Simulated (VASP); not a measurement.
# Mg3CdS2 (P6_3/mmc) in VASP: notebook, part 2 of 2

VASP 6.6.1. The steps go on from the part before.

### 4 Single point, PBE

Contents of INCAR:

```
SYSTEM = Mg3CdS2
PREC = Accurate
ENCUT = 520
EDIFF = 1E-7
ISMEAR = 0
SIGMA = 0.1
LREAL = .FALSE.
LASPH = .TRUE.
NELM = 80
ALGO = Normal
ISIF = 2
LWAVE = .FALSE.
LCHARG = .FALSE.
GGA = PE
NBANDS = 42
```

Contents of KPOINTS:

```
regular mesh
0
G
  12 12 2
  0 0 0
```

Contents of POSCAR:

```
Mg3CdS2
1.0
    3.6208567193      0.0000000000      0.0000000000
   -1.8104283597      3.1357539023      0.0000000000
    0.0000000000      0.0000000000     21.5529138625
Mg Cd S
6 2 4
Direct
    0.6666666667      0.3333333333      0.8577108606
    0.0000000000      0.0000000000      0.0000000000
    0.3333333333      0.6666666667      0.1422891394
    0.0000000000      0.0000000000      0.5000000000
    0.3333333333      0.6666666667      0.3577108606
    0.6666666667      0.3333333333      0.6422891394
    0.0000000000      0.0000000000      0.2500000000
    0.0000000000      0.0000000000      0.7500000000
    0.3333333333      0.6666666667      0.9290369348
    0.6666666667      0.3333333333      0.0709630652
    0.3333333333      0.6666666667      0.5709630652
    0.6666666667      0.3333333333      0.4290369348
```

Potentials or basis: VASP PAW PBE potentials, release 64 (Mg, Cd, S).

Started as:

```console
$ cat potpaw_PBE.64/Mg/POTCAR potpaw_PBE.64/Cd/POTCAR potpaw_PBE.64/S/POTCAR > POTCAR
$ mpirun -np 1 vasp_std > vasp.out
```

OUTCAR:

```text
SYSTEM = Mg3CdS2
   PREC = Accurate
   ENCUT = 520
   EDIFF = 1E-7
   ISMEAR = 0
   LREAL = .FALSE.
   LASPH = .TRUE.
   NELM = 80
   ISIF = 2
   GGA = PE

 ion  position               nearest neighbor table
   1  0.667  0.333  0.858-   9 2.59   9 2.59   9 2.59   8 3.12   8 3.12   8 3.12
   2  0.000  0.000  0.000-   9 2.59  10 2.59   9 2.59  10 2.59  10 2.59   9 2.59
   3  0.333  0.667  0.142-  10 2.59  10 2.59  10 2.59   7 3.12   7 3.12   7 3.12
   4  0.000  0.000  0.500-  11 2.59  12 2.59  11 2.59  12 2.59  12 2.59  11 2.59
   5  0.333  0.667  0.358-  12 2.59  12 2.59  12 2.59   7 3.12   7 3.12   7 3.12
   6  0.667  0.333  0.642-  11 2.59  11 2.59  11 2.59   8 3.12   8 3.12   8 3.12
   7  0.000  0.000  0.250-   3 3.12   5 3.12   3 3.12   5 3.12   3 3.12   5 3.12
   8  0.000  0.000  0.750-   1 3.12   6 3.12   1 3.12   6 3.12   1 3.12   6 3.12
   9  0.333  0.667  0.929-   2 2.59   2 2.59   2 2.59   1 2.59   1 2.59   1 2.59
  10  0.667  0.333  0.071-   2 2.59   2 2.59   2 2.59   3 2.59   3 2.59   3 2.59
  11  0.333  0.667  0.571-   4 2.59   4 2.59   4 2.59   6 2.59   6 2.59   6 2.59
  12  0.667  0.333  0.429-   4 2.59   4 2.59   4 2.59   5 2.59   5 2.59   5 2.59

  LATTYP: Found a hexagonal cell.
 ALAT       =     3.6208567193
 C/A-ratio  =     5.9524348886

  Lattice vectors:

 A1 = (   3.6208567193,   0.0000000000,   0.0000000000)
 A2 = (  -1.8104283597,   3.1357539023,   0.0000000000)
 A3 = (   0.0000000000,   0.0000000000,  21.5529138625)

Analysis of symmetry for initial positions (statically):
=====================================================================
 Subroutine PRICEL returns:
 Original cell was already a primitive cell.

 Routine SETGRP: Setting up the symmetry group for a
 hexagonal supercell.

 Subroutine GETGRP returns: Found 24 space group operations
 (whereof 12 operations were pure point group operations)
 out of a pool of 24 trial point group operations.

The static configuration has the point symmetry D_3d.
 The point group associated with its full space group is D_6h.

Analysis of symmetry for dynamics (positions and initial velocities):
=====================================================================
 Subroutine PRICEL returns:
 Original cell was already a primitive cell.

 Routine SETGRP: Setting up the symmetry group for a
 hexagonal supercell.

 Subroutine GETGRP returns: Found 24 space group operations
 (whereof 12 operations were pure point group operations)
 out of a pool of 24 trial point group operations.

The dynamic configuration has the point symmetry D_3d.
 The point group associated with its full space group is D_6h.

 Subroutine INISYM returns: Found 24 space group operations
 (whereof 12 operations are pure point group operations),
 and found     1 'primitive' translations

----------------------------------------------------------------------------------------

                                     Primitive cell

  volume of cell :     244.7143

  direct lattice vectors                    reciprocal lattice vectors
     3.620856719  0.000000000  0.000000000     0.276177733  0.159451288  0.000000000
    -1.810428360  3.135753902  0.000000000     0.000000000  0.318902577  0.000000000
     0.000000000  0.000000000 21.552913862     0.000000000  0.000000000  0.046397439
[... 83 lines left out ...]
  0.250000  0.000000  0.500000      6.000000
  0.333333 -0.000000  0.500000      6.000000
 [... further k-points ...]
   k-points           NKPTS =     38   k-points in BZ     NKDIM =     38   number of bands    NBANDS=     42
   number of dos      NEDOS =    301   number of ions     NIONS =     12
   total plane-waves  NPLWV = 125440
   dimension x,y,z NGX =    28 NGY =   28 NGZ =  160
   dimension x,y,z NGXF=    56 NGYF=   56 NGZF=  320
   ions per type =               6   2   4
   NGX,Y,Z   is equivalent  to a cutoff of  12.86, 12.86, 12.34 a.u.
   NGXF,Y,Z  is equivalent  to a cutoff of  25.71, 25.71, 24.68 a.u.
 SYSTEM =  Mg3CdS2
   PREC   = accura    normal or accurate (medium, high low for compatibility)
   ISTART =      0    job   : 0-new  1-cont  2-samecut
   ICHARG =      2    charge: 1-file 2-atom 10-const
   ISPIN  =      1    spin polarized calculation?
   LNONCOLLINEAR =      F non collinear calculations
   LSORBIT =      F    spin-orbit coupling
   LASPH  =      T    aspherical Exc in radial PAW
   ENCUT  =  520.0 eV  38.22 Ry    6.18 a.u.   6.73  6.73 40.07*2*pi/ulx,y,z
   NELM   =     80;   NELMIN=  2; NELMDL= -5     # of ELM steps
   EDIFF  = 0.1E-06   stopping-criterion for ELM
   LREAL  =      F    real-space projection
   EDIFFG = 0.1E-05   stopping-criterion for IOM
   NSW    =      0    number of steps for IOM
   IBRION =     -1    ionic relax: 0-MD 1-quasi-New 2-CG
   NFREE  =      0    steps in history (QN), initial steepest desc. (CG)
   ISIF   =      2    stress and relaxation
   ISYM   =      2    0-nonsym 1-usesym 2-fastsym
   POTIM  = 0.5000    time-step for ionic-motion
   TEBEG  =    0.0;   TEEND  =   0.0 temperature during run
   PSTRESS=    0.0 pullay stress
   NELECT =      60.0000    total number of electrons
   NUPDOWN=      -1.0000    fix difference up-down
   EMIN   =  10.00;   EMAX   =-10.00  energy-range for DOS
   EFERMI =   0.00;   METHOD = LEGACY
   ISMEAR =     0;   SIGMA  =   0.10  broadening in eV -4-tet -1-fermi 0-gaus
   EFERMI_NEDOS =   21; number of points for ismear=-14 and -15
   IALGO  =     38    algorithm
   IMIX   =      4    mixing-type and parameters
     AMIX     =   0.40;   BMIX     =  1.00
     AMIX_MAG =   1.60;   BMIX_MAG =  1.00
  volume/ion in A,a.u.               =      20.39       137.62
  Fermi-wavevector in a.u.,A,eV,Ry     =   1.024642  1.936293 14.284637  1.049891
  Thomas-Fermi vector in A             =   2.158440
   LORBIT       =      0    0 simple, 1 ext, 2 COOP (PROOUT), +10 PAW based schemes
   GGA     = PE    functional components
   LHFCALC =     F    Hartree Fock is set to
   AEXX    =    0.0000 exact exchange contribution
   IVDW    =     0    specifies the selected vdW correction
   LEPSILON=     F    determine dielectric tensor
   LRPA    =     F    only Hartree local field effects (RPA)
 non-spin polarized calculation
 Gauss-broadening in eV      SIGMA  =   0.10
  energy-cutoff  :      520.00
  volume of cell :      244.71
 maximum number of plane-waves:      6620
 NGX is ok and might be reduce to    28
   NGX = 13   NGY = 13   NGZ = 81

 number of electron      59.9999999 magnetization

 Free energy of the ion-electron system (eV)
  ---------------------------------------------------
  ext. energy  EPLUGINS =         0.00000000
  ---------------------------------------------------
  free energy    TOTEN  =       -37.47956420 eV

  energy without entropy =      -37.46326349  energy(sigma->0) =      -37.47141384

 E-fermi :   3.9250     XC(G=0):  -9.4275

 val. band max:        3.9247728715   @ k =   0.3333   0.0833   0.0000
 cond. band min:       3.9306911572   @ k =   0.3333   0.1667   0.0000
 fundamental gap:      0.0059182857
 Fermi energy:         3.9250127900

 k-point     1 :       0.0000    0.0000    0.0000
  band No.  band energies     occupation
      1     -10.3898      2.00000
      2     -10.3885      2.00000
      3      -9.7741      2.00000
      4      -9.7719      2.00000
      5      -4.5816      2.00000
      6      -4.5776      2.00000
[... 1069 lines left out ...]
     41       9.0972      0.00000
     42       9.1029      0.00000

 [... further k-points ...]
[... 5 lines left out ...]
  --------------------------------------------------------------------------------------
  -------------------------------------------------------------------------------------
  Total       -0.2733898     -0.2733898     -0.2713678      0.0000000      0.0000000     -0.0000000
  in kB       -1.7899198     -1.7899198     -1.7766815      0.0000000      0.0000000     -0.0000000
  external PRESSURE =      -1.7855071 kB  Pullay stress =       0.0000000 kB

 VOLUME and BASIS-vectors are now :
 -----------------------------------------------------------------------------
  energy-cutoff  :      520.00
  volume of cell :      244.71
      direct lattice vectors                 reciprocal lattice vectors
     3.620856719  0.000000000  0.000000000     0.276177733  0.159451288  0.000000000
    -1.810428360  3.135753902  0.000000000     0.000000000  0.318902577  0.000000000
     0.000000000  0.000000000 21.552913862     0.000000000  0.000000000  0.046397439

 POSITION                                       TOTAL-FORCE (eV/Angst)
 -----------------------------------------------------------------------------------
      1.81043      1.04525     18.48617         0.000000      0.000000      0.011246
      0.00000      0.00000      0.00000         0.000000      0.000000      0.000000
     -0.00000      2.09050      3.06675        -0.000000     -0.000000     -0.011246
      0.00000      0.00000     10.77646         0.000000      0.000000      0.000000
     -0.00000      2.09050      7.70971        -0.000000     -0.000000      0.011246
      1.81043      1.04525     13.84320         0.000000      0.000000     -0.011246
      0.00000      0.00000      5.38823         0.000000     -0.000000      0.000000
      0.00000      0.00000     16.16469        -0.000000      0.000000      0.000000
     -0.00000      2.09050     20.02345         0.000000     -0.000000     -0.000756
      1.81043      1.04525      1.52946        -0.000000      0.000000      0.000756
     -0.00000      2.09050     12.30592        -0.000000     -0.000000      0.000756
      1.81043      1.04525      9.24700         0.000000      0.000000     -0.000756
 -----------------------------------------------------------------------------------
    total drift:                               -0.000000     -0.000000      0.000000

  FREE ENERGIE OF THE ION-ELECTRON SYSTEM (eV)
  ---------------------------------------------------
  free  energy   TOTEN  =       -37.4795641981 eV

  energy  without entropy=      -37.4632634866  energy(sigma->0) =      -37.47141384
```

It took 6.9 min on 1 thread of Intel Xeon 8259CL, shared host; peak memory 0.57 GiB.

What came out:

| Property | Result |
| --- | --- |
| Free energy | -37.4796 eV |
| Pressure | -0.2 GPa |
| Largest force | 0.011 eV/Å |
| Band gap on the k mesh | zero (bands 30 and 31 overlap by 0.46 eV) |

Forces on the atoms (eV/Å):
```
Mg   0.000  0.000  0.011
Mg   0.000  0.000  0.000
Mg   0.000  0.000 -0.011
Mg   0.000  0.000  0.000
Mg   0.000  0.000  0.011
Mg   0.000  0.000 -0.011
Cd   0.000  0.000  0.000
Cd   0.000  0.000  0.000
S    0.000  0.000 -0.001
S    0.000  0.000  0.001
S    0.000  0.000  0.001
S    0.000  0.000 -0.001
```

Levels at points of the mesh, in eV from the Fermi level:
| k point | band 26 | band 27 | band 28 | band 29 | band 30 | band 31 | band 32 | band 33 | band 34 | band 35 |
| --- | --- | --- | --- | --- | --- | --- | --- | --- | --- | --- |
| (0.00, 0.00, 0.00) | -1.87 | -1.87 | -1.87 | -1.87 | -1.02 | 1.70 | 2.92 | 3.06 | 3.17 | 3.91 |
| (0.50, 0.00, 0.00) | -2.68 | -2.28 | -2.25 | -1.27 | -1.22 | 0.02 | 0.06 | 1.68 | 1.84 | 2.04 |
| (0.00, 0.00, 0.50) | -1.87 | -1.87 | -1.87 | -1.52 | -1.52 | 2.22 | 2.22 | 3.16 | 3.16 | 4.26 |
| (0.50, 0.00, 0.50) | -2.68 | -2.25 | -2.25 | -1.28 | -1.28 | 0.10 | 0.10 | 1.55 | 1.55 | 2.54 |

Caveat: semilocal functionals underestimate gaps, and a narrow one can read as zero.

### 5 Summary

| task | level | cell | k mesh | cutoff (eV) | smearing | gap on the mesh (eV) | pressure (GPa) | largest force (eV/Å) |
| --- | --- | --- | --- | --- | --- | --- | --- | --- |
| single point | r2SCAN | a = 3.621, b = 3.621, c = 21.553 Å, angles 90.0, 90.0, 120.0°, 12 atoms, atomic positions A | 12 × 12 × 2 | 660 | gaussian 0.1 eV | none | -1.4 | 0.07 |
| relaxation of cell and atoms | PBE | relaxed from a = 3.700, b = 3.700, c = 20.000 Å, angles 90.0, 90.0, 120.0°, 12 atoms, atomic positions B | 5 × 5 × 1 | 600 | gaussian 0.2 eV | 0.24 | -0.1 | 0.03 |
| single point | PBE | a = 3.621, b = 3.621, c = 21.553 Å, angles 90.0, 90.0, 120.0°, 12 atoms, atomic positions A | 12 × 12 × 2 | 520 | gaussian 0.1 eV | none | -0.2 | 0.01 |

Alike in all rows: potentials or basis VASP PAW PBE potentials, release 64 (Mg, Cd, S); no spin polarisation.

Caveats: semilocal functionals underestimate gaps, and a narrow one can read as zero (at least some runs); the PAW data sets were made with another functional, which shifts forces and pressure a little (at least some runs).

Total energies depend on the potentials used, so only differences within one code and one set of settings carry meaning.
